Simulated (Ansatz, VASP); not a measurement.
## BiTe: VASP beside Ansatz

File INCAR:

```
SYSTEM = BiTe
PREC = Accurate ; ENCUT = 520
EDIFF = 1E-6 ; ISMEAR = 0
SIGMA = 0.15 ; LREAL = .False.
LASPH = .True. ; NELM = 100
ALGO = Normal ; ISIF = 2
LWAVE = .False. ; LCHARG = .False.
GGA = PS ; NBANDS = 18
```

File KPOINTS:

```
Automatic mesh
0
Gamma
  12 12 12
  0 0 0
```

File POSCAR:

```
BiTe
1.0
    2.4558996751      1.4179143385      3.2282303593
   -2.4558996751      1.4179143385      3.2282303593
    0.0000000000     -2.8358286770      3.2282303593
Bi Te
1 1
Direct
    0.5000000000      0.5000000000      0.5000000000
    0.0000000000      0.0000000000      0.0000000000
```

Input for Ansatz:

```yaml
crystal:
  lattice:
    - [2.4558996751, 1.4179143385, 3.2282303593]
    - [-2.4558996751, 1.4179143385, 3.2282303593]
    - [0.0, -2.835828677, 3.2282303593]
  atoms:
    - { symbol: Bi, position: [0.5, 0.5, 0.5] }
    - { symbol: Te, position: [0.0, 0.0, 0.0] }
basis:
  ecutwfc: 420
kpoints:
  mp_grid: { grid: [12, 12, 12] }
hamiltonian:
  xc: pbesol
scf:
  occupations: { method: gaussian, width: 0.15 }
output:
  forces: true
  stress: true
  eigenvalues: true
```

Alike in both runs: task single point; functional PBEsol; k mesh 12 × 12 × 12; occupations gaussian, width 0.15 eV; no spin polarisation.

|  | VASP | Ansatz |
| --- | --- | --- |
| version | VASP 6.6.1 | Ansatz 0.2.0 |
| potentials or method | VASP PAW PBE potentials, release 64 (Bi_d, Te), cutoff 520 eV | scalar-relativistic, plane waves, PAW |
| valence electrons in the cell | 21 | 31 |

|  | VASP | Ansatz | Ansatz less VASP |
| --- | --- | --- | --- |
| gap on the k mesh at the Fermi level (eV) | none | none | - |
| pressure (GPa) | -2.9 | -2.9 | +0.03 |
| traceless stress, the component that is largest in VASP (GPa) | 0.82 | 0.82 | +0.002 |

VASP's potentials were made for PBE, not for PBEsol. A gap of «none» marks a metal or a gap that the smearing closes. VASP's potentials hold 21 valence electrons a cell and Ansatz's 31, so a difference there can come from the potentials and not from the codes.

Spin-orbit coupling is off throughout.
